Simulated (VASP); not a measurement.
# Ti3Al5 (P4mm) in VASP: single point with PBEsol

Aim: the single point of Ti3Al5 with PBEsol.

Program: VASP 6.6.1. These are calculated values, not measurements. Logs are shortened: lines on timing, memory, paths and dates and some standing lists are left out, and cuts for length are marked.

### 1 The cell of the first run

The structure is tetragonal, space group P4mm (No. 99). Conventional cell: a = 3.883 Å, b = 3.883 Å, c = 16.444 Å, α = 90.00°, β = 90.00°, γ = 90.00°. Ti (site symmetry 4mm) has 4 Ti at 2.75 Å and 8 Al at 2.83 Å within 3.6 Å. Ti (site symmetry 4mm) has 4 Ti at 2.75 Å and 8 Al at 2.83 Å within 3.6 Å. Ti (site symmetry 4mm) has 12 Al at 2.75 to 2.86 Å within 3.6 Å. Within 3.6 Å of Ti (site symmetry 4mm) lie 12 Al at 2.75 to 2.86 Å. Ti (site symmetry 4mm) has 4 Ti at 2.75 Å and 8 Al at 2.83 Å within 3.6 Å. Ti (site symmetry 4mm) has 4 Ti at 2.75 Å and 8 Al at 2.83 Å within 3.6 Å. Within 3.6 Å of Al (site symmetry 2mm) lie 6 Al at 2.75 Å and 6 Ti at 2.75 to 2.83 Å. Al (site symmetry 2mm) has 6 Al at 2.75 to 2.86 Å and 6 Ti at 2.83 to 2.86 Å within 3.6 Å.

### 2 Single point, PBEsol (the distance across one plane changed)

Contents of INCAR:

```
ALGO = Fast
EDIFF = 1E-6
ENCUT = 520
GGA = PS
ISIF = 2
ISMEAR = 0
LASPH = T
LCHARG = F
LREAL = Auto
LWAVE = F
NBANDS = 65
NELM = 100
PREC = Accurate
SIGMA = 0.15
```

Contents of KPOINTS:

```
k-points
0
Gamma
  10 10 3
```

Contents of POSCAR:

```
Ti3Al5
1.0
   -3.8832951200      0.0000000000      0.0000000000
    0.0000000000     -3.8832951200      0.0000000000
    0.0000000000      0.0000000000     16.4437699112
Ti Al
6 10
Direct
    1.0000000000      1.0000000000      0.1886049010
    1.0000000000      1.0000000000      0.6931658989
    0.5000000000      0.5000000000      0.4408854000
    0.5000000000      0.5000000000      0.9454463979
    0.5000000000      0.5000000000      0.1886049010
    0.5000000000      0.5000000000      0.6931658989
    0.0000000000      0.5000000000      0.0636511857
    0.0000000000      0.5000000000      0.5682121836
    0.0000000000      0.5000000000      0.3135586164
    0.0000000000      0.5000000000      0.8181196143
    0.5000000000      0.0000000000      0.0636511857
    0.5000000000      0.0000000000      0.5682121836
    0.5000000000      0.0000000000      0.3135586164
    0.5000000000      0.0000000000      0.8181196143
    0.0000000000      0.0000000000      0.4408854000
    0.0000000000      0.0000000000      0.9454463979
```

Potentials or basis: VASP PAW PBE potentials, release 64 (Ti_sv, Al).

Run with:

```
$ cat potpaw_PBE.64/Ti_sv/POTCAR potpaw_PBE.64/Al/POTCAR > POTCAR
$ mpirun -np 1 vasp_std > vasp.out
```

OUTCAR:

```text
EDIFF = 1E-6
   ENCUT = 520
   GGA = PS
   ISIF = 2
   ISMEAR = 0
   LASPH = T
   LREAL = Auto
   NELM = 100
   PREC = Accurate

 ion  position               nearest neighbor table
   1  0.000  0.000  0.189-   5 2.75   5 2.75   5 2.75   5 2.75   7 2.83  11 2.83  11 2.83   7 2.83
                             9 2.83  13 2.83  13 2.83   9 2.83
   2  0.000  0.000  0.693-   6 2.75   6 2.75   6 2.75   6 2.75   8 2.83  12 2.83  12 2.83   8 2.83
                            10 2.83  14 2.83  14 2.83  10 2.83
   3  0.500  0.500  0.441-  15 2.75  15 2.75  15 2.75  15 2.75   8 2.86  12 2.86  13 2.86   9 2.86
                             8 2.86   9 2.86  12 2.86  13 2.86
   4  0.500  0.500  0.945-  16 2.75  16 2.75  16 2.75  16 2.75  11 2.75   7 2.75   7 2.75  11 2.75
                            14 2.86  10 2.86  14 2.86  10 2.86
   5  0.500  0.500  0.189-   1 2.75   1 2.75   1 2.75   1 2.75  11 2.83  11 2.83   7 2.83   7 2.83
                             9 2.83  13 2.83   9 2.83  13 2.83
   6  0.500  0.500  0.693-   2 2.75   2 2.75   2 2.75   2 2.75  12 2.83  12 2.83   8 2.83   8 2.83
                            10 2.83  14 2.83  10 2.83  14 2.83
   7  0.000  0.500  0.064-  11 2.75  11 2.75  11 2.75  11 2.75  16 2.75   4 2.75  16 2.75   4 2.75
                             1 2.83   5 2.83   1 2.83   5 2.83
   8  0.000  0.500  0.568-  12 2.75  12 2.75  12 2.75  12 2.75   6 2.83   6 2.83   2 2.83   2 2.83
                             3 2.86   3 2.86  15 2.86  15 2.86
   9  0.000  0.500  0.314-  13 2.75  13 2.75  13 2.75  13 2.75   5 2.83   5 2.83   1 2.83   1 2.83
                             3 2.86   3 2.86  15 2.86  15 2.86
  10  0.000  0.500  0.818-  14 2.75  14 2.75  14 2.75  14 2.75   6 2.83   6 2.83   2 2.83   2 2.83
                             4 2.86   4 2.86  16 2.86  16 2.86
  11  0.500  0.000  0.064-   7 2.75   7 2.75   7 2.75   7 2.75   4 2.75  16 2.75  16 2.75   4 2.75
                             1 2.83   1 2.83   5 2.83   5 2.83
  12  0.500  0.000  0.568-   8 2.75   8 2.75   8 2.75   8 2.75   6 2.83   2 2.83   2 2.83   6 2.83
                             3 2.86   3 2.86  15 2.86  15 2.86
  13  0.500  0.000  0.314-   9 2.75   9 2.75   9 2.75   9 2.75   5 2.83   1 2.83   1 2.83   5 2.83
                             3 2.86   3 2.86  15 2.86  15 2.86
  14  0.500  0.000  0.818-  10 2.75  10 2.75  10 2.75  10 2.75   6 2.83   2 2.83   2 2.83   6 2.83
                             4 2.86   4 2.86  16 2.86  16 2.86
  15  0.000  0.000  0.441-   3 2.75   3 2.75   3 2.75   3 2.75  13 2.86   8 2.86   8 2.86   9 2.86
                             9 2.86  12 2.86  13 2.86  12 2.86
  16  0.000  0.000  0.945-   4 2.75   4 2.75   4 2.75   4 2.75   7 2.75  11 2.75  11 2.75   7 2.75
                            10 2.86  14 2.86  14 2.86  10 2.86

  LATTYP: Found a simple tetragonal cell.
 ALAT       =     3.8832951200
 C/A-ratio  =     4.2344888563

  Lattice vectors:

 A1 = (  -3.8832951200,   0.0000000000,   0.0000000000)
 A2 = (   0.0000000000,  -3.8832951200,   0.0000000000)
 A3 = (   0.0000000000,   0.0000000000,  16.4437699112)

[... 170 lines left out ...]
   EFERMI_NEDOS =   21; number of points for ismear=-14 and -15
   IALGO  =     68    algorithm
   IMIX   =      4    mixing-type and parameters
     AMIX     =   0.40;   BMIX     =  1.00
     AMIX_MAG =   1.60;   BMIX_MAG =  1.00
  volume/ion in A,a.u.               =      15.50       104.59
  Fermi-wavevector in a.u.,A,eV,Ry     =   1.217515  2.300769 20.168483  1.482342
  Thomas-Fermi vector in A             =   2.352832
   LORBIT       =      0    0 simple, 1 ext, 2 COOP (PROOUT), +10 PAW based schemes
   GGA     = PS    functional components
   LHFCALC =     F    Hartree Fock is set to
   AEXX    =    0.0000 exact exchange contribution
   IVDW    =     0    specifies the selected vdW correction
   LEPSILON=     F    determine dielectric tensor
   LRPA    =     F    only Hartree local field effects (RPA)
 non-spin polarized calculation
 RMM-DIIS sequential band-by-band and
 Gauss-broadening in eV      SIGMA  =   0.15
  energy-cutoff  :      520.00
  volume of cell :      247.97
 maximum number of plane-waves:      6717
 NGX is ok and might be reduce to    30
   NGX = 15   NGY = 15   NGZ = 61

 number of electron     102.0000011 magnetization

 Free energy of the ion-electron system (eV)
  ---------------------------------------------------
  ext. energy  EPLUGINS =         0.00000000
  ---------------------------------------------------
  free energy    TOTEN  =       -97.38231029 eV

  energy without entropy =      -97.26072443  energy(sigma->0) =      -97.32151736

 E-fermi :   8.6544     XC(G=0): -11.1236

 val. band max:        8.6493416362   @ k =   0.0000   0.0000   0.3333
 cond. band min:       8.6554644711   @ k =   0.3000   0.2000   0.0000
 fundamental gap:      0.0061228349
 Fermi energy:         8.6544403661

 k-point     1 :       0.0000    0.0000    0.0000
  band No.  band energies     occupation
      1     -47.8083      2.00000
      2     -47.7398      2.00000
      3     -47.6760      2.00000
      4     -47.6738      2.00000
      5     -47.3463      2.00000
      6     -47.3326      2.00000
[... 1573 lines left out ...]
     62      10.6556      0.00000
     63      10.7915      0.00000

 [... further k-points ...]

 [bands above 63 left out]

------------------------ aborting loop because EDIFF is reached ----------------------------------------

  FORCE on cell =-STRESS in cart. coord.  units (eV):
  Direction    XX          YY          ZZ          XY          YZ          ZX
  --------------------------------------------------------------------------------------
  -------------------------------------------------------------------------------------
  Total        1.2178985      1.2178985      2.9411494      0.0000000     -0.0000000      0.0000000
  in kB        7.8689993      7.8689993     19.0031449      0.0000000     -0.0000000      0.0000000
  external PRESSURE =      11.5803812 kB  Pullay stress =       0.0000000 kB

 VOLUME and BASIS-vectors are now :
 -----------------------------------------------------------------------------
  energy-cutoff  :      520.00
  volume of cell :      247.97
      direct lattice vectors                 reciprocal lattice vectors
    -3.883295120  0.000000000  0.000000000    -0.257513264  0.000000000  0.000000000
     0.000000000 -3.883295120  0.000000000     0.000000000 -0.257513264  0.000000000
     0.000000000  0.000000000 16.443769911     0.000000000  0.000000000  0.060813305

 POSITION                                       TOTAL-FORCE (eV/Angst)
 -----------------------------------------------------------------------------------
      0.00000      0.00000      3.10138        -0.000000     -0.000000      0.184145
      0.00000      0.00000     11.39826        -0.000000     -0.000000     -0.027580
     -1.94165     -1.94165      7.24982         0.000000      0.000000      0.038573
     -1.94165     -1.94165     15.54670        -0.000000     -0.000000     -0.742950
     -1.94165     -1.94165      3.10138        -0.000000     -0.000000     -0.123777
     -1.94165     -1.94165     11.39826        -0.000000     -0.000000     -0.046576
[... 8 lines left out ...]
      0.00000      0.00000      7.24982        -0.000000     -0.000000      0.002784
      0.00000      0.00000     15.54670        -0.000000     -0.000000     -0.458682
 -----------------------------------------------------------------------------------
    total drift:                               -0.000000     -0.000000     -0.026163

  FREE ENERGIE OF THE ION-ELECTRON SYSTEM (eV)
  ---------------------------------------------------
  free  energy   TOTEN  =       -97.3823102907 eV

  energy  without entropy=      -97.2607244296  energy(sigma->0) =      -97.32151736
```

OSZICAR:

```text
N       E                     dE             d eps       ncg     rms          rms(c)
DAV:   1     0.116521454296E+04    0.11652E+04   -0.46491E+04  5460   0.165E+03
DAV:   2     0.545297001063E+02   -0.11107E+04   -0.10828E+04  5460   0.514E+02
DAV:   3    -0.869747243675E+02   -0.14150E+03   -0.13776E+03  8083   0.160E+02
[... 34 lines left out ...]
RMM:  38    -0.973823065943E+02   -0.15581E-05   -0.19079E-05  5259   0.925E-03    0.666E-03
RMM:  39    -0.973823078566E+02   -0.12623E-05   -0.15431E-05  5228   0.870E-03    0.682E-03
RMM:  40    -0.973823088577E+02   -0.10011E-05   -0.12581E-05  5196   0.828E-03    0.686E-03
RMM:  41    -0.973823096505E+02   -0.79276E-06   -0.10233E-05  5133   0.783E-03    0.701E-03
RMM:  42    -0.973823102907E+02   -0.64021E-06   -0.85845E-06  5128   0.753E-03
   1 F= -.97382310E+02 E0= -.97321517E+02  d E =-.121586E+00
```

stdout:

```text
POSCAR found type information on POSCAR TiAl
 POSCAR found :  2 types and      16 ions
 scaLAPACK will be used
 -----------------------------------------------------------------------------
|                                                                             |
|                                                                             |
[... 26 lines left out ...]
WARNING in EDDRMM: call to ZHEGV failed, returncode =   6  3     46
WARNING in EDDRMM: call to ZHEGV failed, returncode =   8  4     22
WARNING in EDDRMM: call to ZHEGV failed, returncode =   8  4     17
WARNING in EDDRMM: call to ZHEGV failed, returncode =   6  3     54
WARNING in EDDRMM: call to ZHEGV failed, returncode =   8  4     22
WARNING in EDDRMM: call to ZHEGV failed, returncode =   6  3     57
WARNING in EDDRMM: call to ZHEGV failed, returncode =   6  3     51
WARNING in EDDRMM: call to ZHEGV failed, returncode =   6  3     32
```

Run time: 23 min. Hardware: 1 thread of Oxide Virtual Turin-like, shared host; peak memory 0.56 GiB.

What came out:

```
Free energy            : -97.3823 eV
Pressure               : 1.2 GPa
Largest force          : 0.743 eV/Å
Band gap on the k mesh : zero (bands 51 and 52 overlap by 1.05 eV)
```

Forces in eV/Å, atoms in the order of the input:
```
Ti   0.000  0.000  0.184
Ti   0.000  0.000 -0.028
Ti   0.000  0.000  0.039
Ti   0.000  0.000 -0.743
Ti   0.000  0.000 -0.124
Ti   0.000  0.000 -0.047
Al   0.000  0.000  0.621
Al   0.000  0.000  0.007
Al   0.000  0.000 -0.003
Al   0.000  0.000 -0.038
Al   0.000  0.000  0.621
Al   0.000  0.000  0.007
Al   0.000  0.000 -0.003
Al   0.000  0.000 -0.038
Al   0.000  0.000  0.003
Al   0.000  0.000 -0.459
```

Caveat: the cell differs from its parent crystal (the distance across one plane changed); the PAW data sets were made with another functional, which shifts forces and pressure a little.
